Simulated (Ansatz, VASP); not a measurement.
TiN: VASP beside Ansatz

```
Ti N
1.0
     0.00000    2.11665    2.11665
     2.11665    0.00000    2.11665
     2.11665    2.11665    0.00000
Ti N
1 1
Direct
  0.00000 0.00000 0.00000
  0.50000 0.50000 0.50000
```

Alike in both runs: functional r2SCAN; k mesh 22 × 22 × 22; occupations gaussian, width 0.1 eV; no spin polarisation.

Ansatz relaxed the structure, and its values are those at the end. VASP's run is a single point on that final structure, the one shown.

|  | VASP | Ansatz |
| --- | --- | --- |
| version | VASP 6.6.1 | Ansatz 0.2.0 |
| potentials or method | VASP PAW PBE potentials, release 64 (Ti_sv, N), cutoff 520 eV | scalar-relativistic, plane waves, PAW |
| valence electrons in the cell | 17 | 17 |

```csv
,VASP,Ansatz,Ansatz less VASP
gap on the k mesh at the Fermi level (eV),none,none,-
pressure (GPa),1.4,0.0,-1.35
```

VASP's potentials were made for PBE, not for r2SCAN. A gap of «none» marks a metal or a gap that the smearing closes.
